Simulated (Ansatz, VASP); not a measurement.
## One calculation of InSb, two programs

```
In Sb
1.0
     0.00000    2.91984    3.07351
     2.91984    0.00000    3.07351
     2.91984    2.91984    0.00000
In Sb
1 1
Cartesian
  0.0000 0.0000 0.0000
  2.9198 2.9198 3.0735
```

Change from the starting cell: strain -0.050 along x and y, +0.000 along z, atoms carried along.

Alike in both runs: task single point; functional PBEsol; k mesh 14 × 14 × 14; occupations gaussian, width 0.15 eV; no spin polarisation.

|  | VASP | Ansatz |
| --- | --- | --- |
| version | VASP 6.6.1 | Ansatz 0.2.0 |
| potentials or method | VASP PAW PBE potentials, release 64 (In_d, Sb), cutoff 520 eV | scalar-relativistic, plane waves, PAW |
| valence electrons in the cell | 18 | 28 |

|  | VASP | Ansatz | Ansatz less VASP |
| --- | --- | --- | --- |
| gap on the k mesh at the Fermi level (eV) | none | none | - |
| pressure (GPa) | 3.4 | 3.4 | -0.04 |
| traceless stress, the component that is largest in VASP (GPa) | -3.69 | -3.69 | +0.005 |

VASP's potentials were made for PBE, not for PBEsol. A gap of «none» marks a metal or a gap that the smearing closes. With one functional, cell and mesh, what is left measures potentials, basis and numerics. VASP's potentials hold 18 valence electrons a cell and Ansatz's 28, so a difference there can come from the potentials and not from the codes.

Spin-orbit coupling is off throughout.
